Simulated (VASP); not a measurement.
# LaO4 (P-4m2) in VASP: single point with PBE

Aim: the single point of LaO4 with PBE.

All numbers are computed with VASP 6.6.1; they aren't measurements. Logs are shortened: lines on timing, memory, paths and dates and some standing lists are left out, and cuts for length are marked.

### 1 The cell of the first run

The structure is tetragonal, space group P-4m2 (No. 115). Conventional cell: a = 4.076 Å, b = 4.076 Å, c = 6.651 Å, α = 90.00°, β = 90.00°, γ = 90.00°. La (site symmetry -4m2) has 6 O at 2.27 to 2.72 Å within 3.0 Å. Within 1.6 Å of O (site symmetry 2mm) lie 1 O at 1.22 Å. O (site symmetry 2mm) has 2 La at 2.27 Å and 2 O at 2.67 Å within 3.0 Å.

### 2 Single point, PBE

Input file POSCAR:

```
LaO4
1.0
    4.0763383636      0.0000000000      0.0000000000
    0.0000000000      4.0763383636      0.0000000000
    0.0000000000      0.0000000000      6.6507106978
La O
1 4
Direct
    0.5000000000      0.5000000000      0.0000000000
    0.5000000000      0.5000000000      0.4083759535
    0.5000000000      0.5000000000      0.5916240465
    0.0000000000      0.5000000000      0.8505371368
    0.5000000000      0.0000000000      0.1494628632
```

Input file INCAR.step1:

```
SYSTEM = LaO4
PREC     = Accurate       ! precision mode
ENCUT    = 520            ! plane-wave cutoff, eV
EDIFF    = 1E-6           ! SCF threshold, eV
ISMEAR   = 0              ! smearing method
SIGMA    = 0.1            ! smearing width, eV
LREAL    = .FALSE.        ! projectors in reciprocal space
LASPH    = .TRUE.         ! aspherical terms in the spheres
NELM     = 100            ! most SCF steps
ALGO     = Normal         ! electronic algorithm
ISIF     = 2              ! what is computed and relaxed
LWAVE    = .FALSE.        ! write WAVECAR
LCHARG   = .TRUE.         ! write CHGCAR
LMAXMIX  = 6              ! l up to which the mixer works
GGA      = PE             ! functional
NBANDS   = 26             ! bands
```

Input file KPOINTS.step1:

```
regular mesh
0
G
  10 10 6
  0 0 0
```

Input file INCAR.step2:

```
SYSTEM = LaO4
PREC     = Accurate       ! precision mode
ENCUT    = 520            ! plane-wave cutoff, eV
EDIFF    = 1E-6           ! SCF threshold, eV
ISMEAR   = -5             ! smearing method
SIGMA    = 0.1            ! smearing width, eV
LREAL    = .FALSE.        ! projectors in reciprocal space
LASPH    = .TRUE.         ! aspherical terms in the spheres
NELM     = 100            ! most SCF steps
ALGO     = Normal         ! electronic algorithm
ISIF     = 2              ! what is computed and relaxed
LWAVE    = .FALSE.        ! write WAVECAR
LCHARG   = .FALSE.        ! write CHGCAR
LMAXMIX  = 6              ! l up to which the mixer works
GGA      = PE             ! functional
LORBIT   = 11             ! projections on sites
NBANDS   = 26             ! bands
NEDOS    = 2001           ! points of the DOS
ICHARG   = 11             ! starting density
```

Input file KPOINTS.step2:

```
regular mesh
0
G
  15 15 9
  0 0 0
```

Potentials or basis: VASP PAW PBE potentials, release 64 (La, O).

On the command line:

```sh
$ cat potpaw_PBE.64/La/POTCAR potpaw_PBE.64/O/POTCAR > POTCAR
$ cp INCAR.step1 INCAR
$ cp KPOINTS.step1 KPOINTS
$ mpirun -np 1 vasp_std > vasp.out
$ cp INCAR.step2 INCAR
$ cp KPOINTS.step2 KPOINTS
$ mpirun -np 1 vasp_std > vasp.out
```

OUTCAR:

```text
SYSTEM = LaO4
   PREC = Accurate
   ENCUT = 520
   EDIFF = 1E-6
   ISMEAR = -5
   LREAL = .FALSE.
   LASPH = .TRUE.
   NELM = 100
   ISIF = 2
   GGA = PE
   LORBIT = 11
   ICHARG = 11

 ion  position               nearest neighbor table
   1  0.500  0.500  0.000-   4 2.27   5 2.27   5 2.27   4 2.27   2 2.72   3 2.72
   2  0.500  0.500  0.408-   3 1.22   1 2.72
   3  0.500  0.500  0.592-   2 1.22   1 2.72
   4  0.000  0.500  0.851-   1 2.27   1 2.27
   5  0.500  0.000  0.149-   1 2.27   1 2.27

  LATTYP: Found a simple tetragonal cell.
 ALAT       =     4.0763383636
 C/A-ratio  =     1.6315403935

  Lattice vectors:

 A1 = (   4.0763383636,   0.0000000000,   0.0000000000)
 A2 = (   0.0000000000,   4.0763383636,   0.0000000000)
 A3 = (   0.0000000000,   0.0000000000,   6.6507106978)

Analysis of symmetry for initial positions (statically):
=====================================================================
 Subroutine PRICEL returns:
 Original cell was already a primitive cell.

 Routine SETGRP: Setting up the symmetry group for a
 simple tetragonal supercell.

 Subroutine GETGRP returns: Found  8 space group operations
 (whereof  8 operations were pure point group operations)
 out of a pool of 16 trial point group operations.

The static configuration has the point symmetry D_2d.

Analysis of symmetry for dynamics (positions and initial velocities):
=====================================================================
 Subroutine PRICEL returns:
 Original cell was already a primitive cell.

 Routine SETGRP: Setting up the symmetry group for a
 simple tetragonal supercell.

 Subroutine GETGRP returns: Found  8 space group operations
 (whereof  8 operations were pure point group operations)
 out of a pool of 16 trial point group operations.

The dynamic configuration has the point symmetry D_2d.

 Subroutine INISYM returns: Found  8 space group operations
 (whereof  8 operations are pure point group operations),
 and found     1 'primitive' translations

----------------------------------------------------------------------------------------

                                     Primitive cell

  volume of cell :     110.5118

  direct lattice vectors                    reciprocal lattice vectors
     4.076338364  0.000000000  0.000000000     0.245318202  0.000000000  0.000000000
     0.000000000  4.076338364  0.000000000     0.000000000  0.245318202  0.000000000
     0.000000000  0.000000000  6.650710698     0.000000000  0.000000000  0.150359871

  length of vectors
     4.076338364  4.076338364  6.650710698     0.245318202  0.245318202  0.150359871

  position of ions in fractional coordinates (direct lattice)
     0.500000000  0.500000000  0.000000000
     0.500000000  0.500000000  0.408375953
     0.500000000  0.500000000  0.591624047
     0.000000000  0.500000000  0.850537137
     0.500000000  0.000000000  0.149462863

  ion indices of the primitive-cell ions
   primitive index   ion index
                 1           1
                 2           2
                 3           3
                 4           4
                 5           5

----------------------------------------------------------------------------------------

 KPOINTS: regular mesh

Automatic generation of k-mesh.
 Grid dimensions read from file:
 generate k-points for:   15   15    9

 Generating k-lattice:

  Cartesian coordinates                     Fractional coordinates (reciprocal lattice)
     0.016354547  0.000000000  0.000000000     0.066666667  0.000000000  0.000000000
     0.000000000  0.016354547  0.000000000     0.000000000  0.066666667  0.000000000
     0.000000000  0.000000000  0.016706652     0.000000000  0.000000000  0.111111111

  Length of vectors
     0.016354547  0.016354547  0.016706652

  Shift w.r.t. Gamma in fractional coordinates (k-lattice)
     0.000000000  0.000000000  0.000000000

 TETIRR: Found   3013 inequivalent tetrahedra from    12150

 Subroutine IBZKPT returns following result:
 ===========================================

 Found    180 irreducible k-points:

 Following reciprocal coordinates:
            Coordinates               Weight
  0.000000  0.000000  0.000000      1.000000
  0.066667  0.000000  0.000000      4.000000
  0.133333  0.000000  0.000000      4.000000
  0.200000  0.000000  0.000000      4.000000
  0.266667  0.000000  0.000000      4.000000
  0.333333  0.000000  0.000000      4.000000
[... 16 lines left out ...]
  0.266667  0.200000  0.000000      8.000000
  0.333333  0.200000  0.000000      8.000000
 [... further k-points ...]
   k-points           NKPTS =    180   k-points in BZ     NKDIM =    180   number of bands    NBANDS=     26
   number of dos      NEDOS =   2001   number of ions     NIONS =      5
   total plane-waves  NPLWV =  45000
   dimension x,y,z NGX =    30 NGY =   30 NGZ =   50
   dimension x,y,z NGXF=    60 NGYF=   60 NGZF=  100
   ions per type =               1   4
   NGX,Y,Z   is equivalent  to a cutoff of  12.23, 12.23, 12.50 a.u.
   NGXF,Y,Z  is equivalent  to a cutoff of  24.47, 24.47, 25.00 a.u.
 SYSTEM =  LaO4
   PREC   = accura    normal or accurate (medium, high low for compatibility)
   ISTART =      0    job   : 0-new  1-cont  2-samecut
   ICHARG =     11    charge: 1-file 2-atom 10-const
   ISPIN  =      1    spin polarized calculation?
   LNONCOLLINEAR =      F non collinear calculations
   LSORBIT =      F    spin-orbit coupling
   LASPH  =      T    aspherical Exc in radial PAW
   ENCUT  =  520.0 eV  38.22 Ry    6.18 a.u.   7.58  7.58 12.37*2*pi/ulx,y,z
   NELM   =    100;   NELMIN=  2; NELMDL=  0     # of ELM steps
   EDIFF  = 0.1E-05   stopping-criterion for ELM
   LREAL  =      F    real-space projection
   EDIFFG = 0.1E-04   stopping-criterion for IOM
   NSW    =      0    number of steps for IOM
   IBRION =     -1    ionic relax: 0-MD 1-quasi-New 2-CG
   NFREE  =      0    steps in history (QN), initial steepest desc. (CG)
   ISIF   =      2    stress and relaxation
   ISYM   =      2    0-nonsym 1-usesym 2-fastsym
   POTIM  = 0.5000    time-step for ionic-motion
   TEBEG  =    0.0;   TEEND  =   0.0 temperature during run
   PSTRESS=    0.0 pullay stress
   NELECT =      35.0000    total number of electrons
   NUPDOWN=      -1.0000    fix difference up-down
   EMIN   =  10.00;   EMAX   =-10.00  energy-range for DOS
   EFERMI =   0.00;   METHOD = LEGACY
   ISMEAR =    -5;   SIGMA  =   0.10  broadening in eV -4-tet -1-fermi 0-gaus
   EFERMI_NEDOS =   21; number of points for ismear=-14 and -15
   IALGO  =     38    algorithm
   IMIX   =      4    mixing-type and parameters
     AMIX     =   0.40;   BMIX     =  1.00
     AMIX_MAG =   1.60;   BMIX_MAG =  1.00
  volume/ion in A,a.u.               =      22.10       149.15
  Fermi-wavevector in a.u.,A,eV,Ry     =   1.115907  2.108758 16.942634  1.245248
  Thomas-Fermi vector in A             =   2.252516
   LORBIT       =     11    0 simple, 1 ext, 2 COOP (PROOUT), +10 PAW based schemes
   GGA     = PE    functional components
   LHFCALC =     F    Hartree Fock is set to
   AEXX    =    0.0000 exact exchange contribution
   IVDW    =     0    specifies the selected vdW correction
   LEPSILON=     F    determine dielectric tensor
   LRPA    =     F    only Hartree local field effects (RPA)
 non-spin polarized calculation
 Fermi weights with tetrahedron method with Bloechl corrections
  energy-cutoff  :      520.00
  volume of cell :      110.51
 maximum number of plane-waves:      3001

 number of electron      34.9999980 magnetization

 Free energy of the ion-electron system (eV)
  ---------------------------------------------------
  ext. energy  EPLUGINS =         0.00000000
  ---------------------------------------------------
  free energy    TOTEN  =       -30.26323173 eV

  energy without entropy =      -30.26323173  energy(sigma->0) =      -30.26323173

 E-fermi :  -0.0593     XC(G=0):  -7.4448

 val. band max:       -0.0537881800   @ k =   0.3333   0.1333   0.2222
 cond. band min:      -0.0733140576   @ k =   0.2667   0.2667   0.1111
 fundamental gap:     -0.0195258776
 Fermi energy:        -0.0593074207

 k-point     1 :       0.0000    0.0000    0.0000
  band No.  band energies     occupation
      1     -29.8519      2.00000
      2     -26.7256      2.00000
      3     -16.8313      2.00000
      4     -15.4620      2.00000
      5     -14.4825      2.00000
      6     -13.7260      2.00000
[... 18 lines left out ...]
     25       5.4284      0.00000
     26       5.4286      0.00000

 k-point     2 :       0.0667    0.0000    0.0000
  band No.  band energies     occupation
      1     -29.8493      2.00000
      2     -26.7256      2.00000
      3     -16.8383      2.00000
      4     -15.5421      2.00000
      5     -14.5178      2.00000
      6     -13.7240      2.00000
[... 18 lines left out ...]
     25       5.4288      0.00000
     26       5.4347      0.00000

 k-point     3 :       0.1333    0.0000    0.0000
  band No.  band energies     occupation
      1     -29.8420      2.00000
      2     -26.7251      2.00000
      3     -16.8621      2.00000
      4     -15.7376      2.00000
      5     -14.5662      2.00000
      6     -13.7182      2.00000
[... 18 lines left out ...]
     25       5.4331      0.00000
     26       5.4480      0.00000

 k-point     4 :       0.2000    0.0000    0.0000
  band No.  band energies     occupation
      1     -29.8311      2.00000
      2     -26.7244      2.00000
      3     -16.9107      2.00000
      4     -15.9595      2.00000
      5     -14.5927      2.00000
      6     -13.7098      2.00000
[... 18 lines left out ...]
     25       5.4495      0.00000
     26       5.4578      0.00000
[... 496 lines left out ...]
      1     -29.8102      2.00000
      2     -26.7228      2.00000
      3     -16.9489      2.00000
      4     -16.3163      2.00000
      5     -14.8781      2.00000
      6     -13.3570      2.00000
[... 18 lines left out ...]
     25       5.4390      0.00000
     26       5.5159      0.00000

 k-point    23 :       0.2667    0.2000    0.0000
  band No.  band energies     occupation
      1     -29.7975      2.00000
      2     -26.7218      2.00000
      3     -17.0021      2.00000
      4     -16.4785      2.00000
      5     -14.9292      2.00000
      6     -13.3080      2.00000
[... 18 lines left out ...]
     25       5.4553      0.00000
     26       5.5326      0.00000

 k-point    24 :       0.3333    0.2000    0.0000
  band No.  band energies     occupation
      1     -29.7854      2.00000
      2     -26.7209      2.00000
      3     -17.0864      2.00000
      4     -16.5836      2.00000
      5     -14.9542      2.00000
      6     -13.2801      2.00000
[... 18 lines left out ...]
     25       5.4641      0.00000
     26       5.5570      0.00000

 [... further k-points ...]

------------------------ aborting loop because EDIFF is reached ----------------------------------------

  FORCE on cell =-STRESS in cart. coord.  units (eV):
  Direction    XX          YY          ZZ          XY          YZ          ZX
  --------------------------------------------------------------------------------------
  -------------------------------------------------------------------------------------
  Total        0.1799188      0.1799188      0.6338718      0.0000000      0.0000000      0.0000000
  in kB        2.6084267      2.6084267      9.1897455      0.0000000      0.0000000      0.0000000
  external PRESSURE =       4.8021997 kB  Pullay stress =       0.0000000 kB

 VOLUME and BASIS-vectors are now :
 -----------------------------------------------------------------------------
  energy-cutoff  :      520.00
  volume of cell :      110.51
      direct lattice vectors                 reciprocal lattice vectors
     4.076338364  0.000000000  0.000000000     0.245318202  0.000000000  0.000000000
     0.000000000  4.076338364  0.000000000     0.000000000  0.245318202  0.000000000
     0.000000000  0.000000000  6.650710698     0.000000000  0.000000000  0.150359871

 POSITION                                       TOTAL-FORCE (eV/Angst)
 -----------------------------------------------------------------------------------
      2.03817      2.03817      0.00000         0.000000     -0.000000      0.000000
      2.03817      2.03817      2.71599        -0.000000      0.000000     -1.296146
      2.03817      2.03817      3.93472        -0.000000     -0.000000      1.296146
      0.00000      2.03817      5.65668        -0.000000     -0.000000     -0.013284
      2.03817      0.00000      0.99403        -0.000000      0.000000      0.013284
 -----------------------------------------------------------------------------------
    total drift:                                0.000000      0.000000     -0.000000

  FREE ENERGIE OF THE ION-ELECTRON SYSTEM (eV)
  ---------------------------------------------------
  free  energy   TOTEN  =       -30.2632317266 eV

  energy  without entropy=      -30.2632317266  energy(sigma->0) =      -30.26323173

 total charge

# of ion       s       p       d       f       tot
--------------------------------------------------
    1        2.021   5.650   0.768   0.284   8.722
    2        1.611   3.317   0.000   0.000   4.928
    3        1.611   3.317   0.000   0.000   4.928
    4        1.589   3.305   0.000   0.000   4.894
    5        1.589   3.305   0.000   0.000   4.894
--------------------------------------------------
tot          8.420  18.894   0.768   0.284  28.366
```

Wall time 12 min (1 thread of Intel Xeon 8259CL, shared host); peak memory 0.57 GiB.

What came out:

| Quantity | Value |
| --- | --- |
| Valence electrons inside the program's atomic spheres | La 8.72; O 4.93, 4.89 (each value once) |

Levels at points of the mesh, in eV from the Fermi level:
```csv
k point,band 13,band 14,band 15,band 16,band 17,band 18,band 19,band 20,band 21,band 22
"(0.00, 0.00, 0.00)",-1.73,-1.53,-1.32,-0.21,-0.21,0.19,0.19,4.20,5.03,5.31
```

Caveat: the standard files for N, O and F lose accuracy on very short bonds; spin-orbit coupling is left out, which moves the levels of the heavy elements; an odd number of electrons without spin polarisation forces a metal; a magnetic or distorted state may lie lower.
